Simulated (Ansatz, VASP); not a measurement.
# One calculation of SnO2, two programs

The input INCAR:

```
SYSTEM = SnO2
  PREC = Accurate
  ENCUT = 520
  EDIFF = 1E-6
  ISMEAR = 0
  SIGMA = 0.05
  LREAL = .False.
  LASPH = .True.
  NELM = 80
  ALGO = Normal
  ISIF = 2
  LWAVE = .False.
  LCHARG = .False.
  NBANDS = 20
```

The input KPOINTS:

```
regular mesh
0
Gamma
  12 12 12
  0 0 0
```

Contents of POSCAR:

```
SnO2
1.0
    1.5524093522      0.8962839574      4.8005925840
   -1.5524093522      0.8962839574      4.8005925840
    0.0000000000     -1.7925679148      4.8005925840
Sn O
1 2
Direct
    0.5000000000      0.5000000000      0.5000000000
    0.2371700000      0.2371700000      0.2371700000
    0.7628300000      0.7628300000      0.7628300000
```

Input for Ansatz:

```yaml
crystal:
  lattice:
    - [1.5524093522, 0.8962839574, 4.800592584]
    - [-1.5524093522, 0.8962839574, 4.800592584]
    - [0.0, -1.7925679148, 4.800592584]
  atoms:
    - { symbol: Sn, position: [0.5, 0.5, 0.5] }
    - { symbol: O, position: [0.23717, 0.23717, 0.23717] }
    - { symbol: O, position: [0.76283, 0.76283, 0.76283] }
basis:
  ecutwfc: 420
kpoints:
  mp_grid: { grid: [12, 12, 12] }
hamiltonian:
  xc: lda
scf:
  occupations: { method: gaussian, width: 0.05 }
output:
  forces: true
  stress: true
  eigenvalues: true
```

Change from the starting cell: strain -0.040 along x and y, +0.000 along z, atoms carried along.

Alike in both runs: task single point; functional LDA; k mesh 12 × 12 × 12; occupations gaussian, width 0.05 eV; no spin polarisation.

|  | VASP | Ansatz |
| --- | --- | --- |
| version | VASP 6.6.1 | Ansatz 0.2.0 |
| potentials or method | VASP PAW LDA potentials, release 64 (Sn_d, O), cutoff 520 eV | scalar-relativistic, plane waves, PAW |
| valence electrons in the cell | 26 | 26 |

VASP gave:

| Quantity | Value |
| --- | --- |
| gap on the k mesh at the Fermi level (eV) | 2.59 |
| least direct gap on the mesh (eV) | 2.85 |
| pressure (GPa) | 7.4 |
| traceless stress, the component that is largest in VASP (GPa) | -7.61 |
| rms of the force components (eV/Å) | 0.110 |

Question: Which values does Ansatz return?

Answer: gap on the k mesh at the Fermi level (eV): 2.59; least direct gap on the mesh (eV): 2.84; pressure (GPa): 6.3; traceless stress, the component that is largest in VASP (GPa): -6.98; rms of the force components (eV/Å): 0.071.

LDA's correlation is that of Perdew and Zunger in VASP and of Perdew and Wang (1992) in Ansatz. Atom by atom the forces differ by 0.039 eV/Å (rms over components).
